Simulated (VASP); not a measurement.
# BeS (F-43m) in VASP: density of states with PBE

Aim: the density of states of BeS with PBE.

Program: VASP 6.6.1. These are calculated values, not measurements. Logs are shortened: lines on timing, memory, paths and dates and some standing lists are left out, and cuts for length are marked.

**1. The cell of the first run**

Symmetry: F-43m, No. 216, cubic system. The conventional cell has a = 4.876 Å, b = 4.876 Å, c = 4.876 Å, α = 90.00°, β = 90.00°, γ = 90.00°. Be (site symmetry -43m) has 4 S at 2.11 Å within 2.8 Å. S (site symmetry -43m) has 4 Be at 2.11 Å within 2.8 Å.

**2. Density of states, PBE**

POSCAR reads:

```
BeS
1.0
    0.0000000000      2.4380066589      2.4380066589
    2.4380066589      0.0000000000      2.4380066589
    2.4380066589      2.4380066589      0.0000000000
Be S
1 1
Direct
    0.2500000000      0.2500000000      0.2500000000
    0.5000000000      0.5000000000      0.5000000000
```

INCAR.step1 reads:

```
SYSTEM = BeS
PREC = Accurate
ENCUT = 520
EDIFF = 1E-7
ISMEAR = 0
SIGMA = 0.02
LREAL = .FALSE.
LASPH = .TRUE.
NELM = 100
ALGO = Normal
ISIF = 2
LWAVE = .FALSE.
LCHARG = .TRUE.
GGA = PE
NBANDS = 11
```

KPOINTS.step1 reads:

```
regular mesh
0
G
  8 8 8
  0 0 0
```

INCAR.step2 reads:

```
SYSTEM = BeS
PREC = Accurate
ENCUT = 520
EDIFF = 1E-7
ISMEAR = -5
SIGMA = 0.02
LREAL = .FALSE.
LASPH = .TRUE.
NELM = 100
ALGO = Normal
ISIF = 2
LWAVE = .FALSE.
LCHARG = .FALSE.
GGA = PE
LORBIT = 11
NEDOS = 1001
ICHARG = 11
```

KPOINTS.step2 reads:

```
regular mesh
0
G
  12 12 12
  0 0 0
```

Potentials or basis: VASP PAW PBE potentials, release 64 (Be, S).

Command:

```console
$ cat potpaw_PBE.64/Be/POTCAR potpaw_PBE.64/S/POTCAR > POTCAR
$ cp INCAR.step1 INCAR
$ cp KPOINTS.step1 KPOINTS
$ mpirun -np 1 vasp_std > vasp.out
$ cp INCAR.step2 INCAR
$ cp KPOINTS.step2 KPOINTS
$ mpirun -np 1 vasp_std > vasp.out
```

OUTCAR:

```text
SYSTEM = BeS
   PREC = Accurate
   ENCUT = 520
   EDIFF = 1E-7
   ISMEAR = -5
   LREAL = .FALSE.
   LASPH = .TRUE.
   NELM = 100
   ISIF = 2
   GGA = PE
   LORBIT = 11
   ICHARG = 11

 ion  position               nearest neighbor table
   1  0.250  0.250  0.250-   2 2.11   2 2.11   2 2.11   2 2.11
   2  0.500  0.500  0.500-   1 2.11   1 2.11   1 2.11   1 2.11

  LATTYP: Found a face centered cubic cell.
 ALAT       =     4.8760133178

  Lattice vectors:

 A1 = (   0.0000000000,   2.4380066589,   2.4380066589)
 A2 = (   2.4380066589,   0.0000000000,   2.4380066589)
 A3 = (   2.4380066589,   2.4380066589,   0.0000000000)

Analysis of symmetry for initial positions (statically):
=====================================================================
 Subroutine PRICEL returns:
 Original cell was already a primitive cell.

 Routine SETGRP: Setting up the symmetry group for a
 face centered cubic supercell.

 Subroutine GETGRP returns: Found 24 space group operations
 (whereof 24 operations were pure point group operations)
 out of a pool of 48 trial point group operations.

The static configuration has the point symmetry T_d .

Analysis of symmetry for dynamics (positions and initial velocities):
=====================================================================
 Subroutine PRICEL returns:
 Original cell was already a primitive cell.

 Routine SETGRP: Setting up the symmetry group for a
 face centered cubic supercell.

 Subroutine GETGRP returns: Found 24 space group operations
 (whereof 24 operations were pure point group operations)
 out of a pool of 48 trial point group operations.

The dynamic configuration has the point symmetry T_d .

 Subroutine INISYM returns: Found 24 space group operations
 (whereof 24 operations are pure point group operations),
 and found     1 'primitive' translations

----------------------------------------------------------------------------------------

                                     Primitive cell

  volume of cell :      28.9824

  direct lattice vectors                    reciprocal lattice vectors
     0.000000000  2.438006659  2.438006659    -0.205085576  0.205085576  0.205085576
     2.438006659  0.000000000  2.438006659     0.205085576 -0.205085576  0.205085576
     2.438006659  2.438006659  0.000000000     0.205085576  0.205085576 -0.205085576

  length of vectors
     3.447862082  3.447862082  3.447862082     0.355218638  0.355218638  0.355218638

  position of ions in fractional coordinates (direct lattice)
     0.250000000  0.250000000  0.250000000
     0.500000000  0.500000000  0.500000000

  ion indices of the primitive-cell ions
   primitive index   ion index
                 1           1
                 2           2

----------------------------------------------------------------------------------------

 KPOINTS: regular mesh

Automatic generation of k-mesh.
 Grid dimensions read from file:
 generate k-points for:   12   12   12

 Generating k-lattice:

  Cartesian coordinates                     Fractional coordinates (reciprocal lattice)
    -0.017090465  0.017090465  0.017090465     0.083333333  0.000000000  0.000000000
     0.017090465 -0.017090465  0.017090465     0.000000000  0.083333333  0.000000000
     0.017090465  0.017090465 -0.017090465     0.000000000  0.000000000  0.083333333

  Length of vectors
     0.029601553  0.029601553  0.029601553

  Shift w.r.t. Gamma in fractional coordinates (k-lattice)
     0.000000000  0.000000000  0.000000000

 TETIRR: Found    247 inequivalent tetrahedra from    10368

 Subroutine IBZKPT returns following result:
 ===========================================

 Found     72 irreducible k-points:

 Following reciprocal coordinates:
            Coordinates               Weight
  0.000000  0.000000  0.000000      1.000000
  0.083333  0.000000  0.000000      8.000000
  0.166667  0.000000  0.000000      8.000000
  0.250000  0.000000  0.000000      8.000000
  0.333333  0.000000  0.000000      8.000000
  0.416667  0.000000  0.000000      8.000000
[... 16 lines left out ...]
  0.500000  0.166667  0.000000     24.000000
 -0.416667  0.166667  0.000000     24.000000
 [... further k-points ...]
   k-points           NKPTS =     72   k-points in BZ     NKDIM =     72   number of bands    NBANDS=      8
   number of dos      NEDOS =   1001   number of ions     NIONS =      2
   total plane-waves  NPLWV =  21952
   dimension x,y,z NGX =    28 NGY =   28 NGZ =   28
   dimension x,y,z NGXF=    56 NGYF=   56 NGZF=   56
   ions per type =               1   1
   NGX,Y,Z   is equivalent  to a cutoff of  13.50, 13.50, 13.50 a.u.
   NGXF,Y,Z  is equivalent  to a cutoff of  27.00, 27.00, 27.00 a.u.
 SYSTEM =  BeS
   PREC   = accura    normal or accurate (medium, high low for compatibility)
   ISTART =      0    job   : 0-new  1-cont  2-samecut
   ICHARG =     11    charge: 1-file 2-atom 10-const
   ISPIN  =      1    spin polarized calculation?
   LNONCOLLINEAR =      F non collinear calculations
   LSORBIT =      F    spin-orbit coupling
   LASPH  =      T    aspherical Exc in radial PAW
   ENCUT  =  520.0 eV  38.22 Ry    6.18 a.u.   6.41  6.41  6.41*2*pi/ulx,y,z
   NELM   =    100;   NELMIN=  2; NELMDL=  0     # of ELM steps
   EDIFF  = 0.1E-06   stopping-criterion for ELM
   LREAL  =      F    real-space projection
   EDIFFG = 0.1E-05   stopping-criterion for IOM
   NSW    =      0    number of steps for IOM
   IBRION =     -1    ionic relax: 0-MD 1-quasi-New 2-CG
   NFREE  =      0    steps in history (QN), initial steepest desc. (CG)
   ISIF   =      2    stress and relaxation
   ISYM   =      2    0-nonsym 1-usesym 2-fastsym
   POTIM  = 0.5000    time-step for ionic-motion
   TEBEG  =    0.0;   TEEND  =   0.0 temperature during run
   PSTRESS=    0.0 pullay stress
   NELECT =       8.0000    total number of electrons
   NUPDOWN=      -1.0000    fix difference up-down
   EMIN   =  10.00;   EMAX   =-10.00  energy-range for DOS
   EFERMI =   0.00;   METHOD = LEGACY
   ISMEAR =    -5;   SIGMA  =   0.02  broadening in eV -4-tet -1-fermi 0-gaus
   EFERMI_NEDOS =   21; number of points for ismear=-14 and -15
   IALGO  =     38    algorithm
   IMIX   =      4    mixing-type and parameters
     AMIX     =   0.40;   BMIX     =  1.00
     AMIX_MAG =   1.60;   BMIX_MAG =  1.00
  volume/ion in A,a.u.               =      14.49        97.79
  Fermi-wavevector in a.u.,A,eV,Ry     =   1.065925  2.014306 15.458884  1.136196
  Thomas-Fermi vector in A             =   2.201492
   LORBIT       =     11    0 simple, 1 ext, 2 COOP (PROOUT), +10 PAW based schemes
   GGA     = PE    functional components
   LHFCALC =     F    Hartree Fock is set to
   AEXX    =    0.0000 exact exchange contribution
   IVDW    =     0    specifies the selected vdW correction
   LEPSILON=     F    determine dielectric tensor
   LRPA    =     F    only Hartree local field effects (RPA)
 non-spin polarized calculation
 Fermi weights with tetrahedron method with Bloechl corrections
  energy-cutoff  :      520.00
  volume of cell :       28.98
 maximum number of plane-waves:       797
 NGX is ok and might be reduce to    28

 number of electron       7.9999999 magnetization

 Free energy of the ion-electron system (eV)
  ---------------------------------------------------
  ext. energy  EPLUGINS =         0.00000000
  ---------------------------------------------------
  free energy    TOTEN  =       -10.01352556 eV

  energy without entropy =      -10.01352556  energy(sigma->0) =      -10.01352556

 E-fermi :   4.0347     XC(G=0):  -9.6644

 val. band max:        4.0102652489   @ k =   0.0000   0.0000   0.0000
 cond. band min:       7.1564665693   @ k =   0.5000   0.5000   0.0000
 fundamental gap:      3.1462013204
 Fermi energy:         4.0346821034

 k-point     1 :       0.0000    0.0000    0.0000
  band No.  band energies     occupation
      1      -9.5756      2.00000
      2       4.0103      2.00000
      3       4.0103      2.00000
      4       4.0103      2.00000
      5       9.6860      0.00000
      6       9.6860      0.00000
      7       9.6860      0.00000
      8       9.7609      0.00000

 k-point     2 :       0.0833    0.0000    0.0000
  band No.  band energies     occupation
      1      -9.4977      2.00000
      2       3.4230      2.00000
      3       3.9183      2.00000
      4       3.9183      2.00000
      5       9.5982      0.00000
      6       9.8536      0.00000
      7       9.8536      0.00000
      8      10.4439      0.00000

 k-point     3 :       0.1667    0.0000    0.0000
  band No.  band energies     occupation
      1      -9.2718      2.00000
      2       2.1501      2.00000
      3       3.6921      2.00000
      4       3.6921      2.00000
      5       9.5598      0.00000
      6      10.2406      0.00000
      7      10.2406      0.00000
      8      11.7630      0.00000

 k-point     4 :       0.2500    0.0000    0.0000
  band No.  band energies     occupation
      1      -8.9250      2.00000
      2       0.7582      2.00000
      3       3.4273      2.00000
      4       3.4273      2.00000
      5       9.5181      0.00000
      6      10.5731      0.00000
      7      10.5731      0.00000
      8      13.1623      0.00000

 k-point     5 :       0.3333    0.0000    0.0000
  band No.  band energies     occupation
      1      -8.5164      2.00000
      2      -0.4740      2.00000
      3       3.1991      2.00000
      4       3.1991      2.00000
      5       9.4755      0.00000
      6      10.6666      0.00000
      7      10.6666      0.00000
      8      14.3025      0.00000
[... 177 lines left out ...]
 k-point    22 :       0.4167    0.1667    0.0000
  band No.  band energies     occupation
      1      -8.1790      2.00000
      2      -0.6091      2.00000
      3       2.2283      2.00000
      4       2.4628      2.00000
      5       9.2937      0.00000
      6      11.4643      0.00000
      7      12.0695      0.00000
      8      12.5001      0.00000

 k-point    23 :       0.5000    0.1667    0.0000
  band No.  band energies     occupation
      1      -7.9004      2.00000
      2      -1.2345      2.00000
      3       1.9108      2.00000
      4       2.5007      2.00000
      5       9.4078      0.00000
      6      11.3676      0.00000
      7      11.8504      0.00000
      8      13.8145      0.00000

 k-point    24 :      -0.4167    0.1667    0.0000
  band No.  band energies     occupation
      1      -7.8574      2.00000
      2      -1.3238      2.00000
      3       1.7012      2.00000
      4       2.6676      2.00000
      5       9.6150      0.00000
      6      11.3102      0.00000
      7      11.6220      0.00000
      8      14.8556      0.00000

 [... further k-points ...]
[... 5 lines left out ...]
  --------------------------------------------------------------------------------------
  -------------------------------------------------------------------------------------
  Total        0.0012001      0.0012001      0.0012001      0.0000000      0.0000000      0.0000000
  in kB        0.0663453      0.0663453      0.0663453      0.0000000      0.0000000      0.0000000
  external PRESSURE =       0.0663453 kB  Pullay stress =       0.0000000 kB

 VOLUME and BASIS-vectors are now :
 -----------------------------------------------------------------------------
  energy-cutoff  :      520.00
  volume of cell :       28.98
      direct lattice vectors                 reciprocal lattice vectors
     0.000000000  2.438006659  2.438006659    -0.205085576  0.205085576  0.205085576
     2.438006659  0.000000000  2.438006659     0.205085576 -0.205085576  0.205085576
     2.438006659  2.438006659  0.000000000     0.205085576  0.205085576 -0.205085576

 POSITION                                       TOTAL-FORCE (eV/Angst)
 -----------------------------------------------------------------------------------
      1.21900      1.21900      1.21900        -0.000000     -0.000000     -0.000000
      2.43801      2.43801      2.43801         0.000000      0.000000      0.000000
 -----------------------------------------------------------------------------------
    total drift:                               -0.000000     -0.000000     -0.000000

  FREE ENERGIE OF THE ION-ELECTRON SYSTEM (eV)
  ---------------------------------------------------
  free  energy   TOTEN  =       -10.0135255647 eV

  energy  without entropy=      -10.0135255647  energy(sigma->0) =      -10.01352556

 total charge

# of ion       s       p       d       tot
------------------------------------------
    1        0.384   0.637   0.000   1.021
    2        1.305   2.524   0.000   3.829
--------------------------------------------------
tot          1.689   3.162   0.000   4.850
```

Run time: 9.9 s. Hardware: 1 thread of Intel Xeon 6975P-C (Granite Rapids), shared host; peak memory 0.15 GiB.

Results:

```yaml
Valence_electrons_inside_the_program's_atomic_spheres: Be 1.02; S 3.83
```
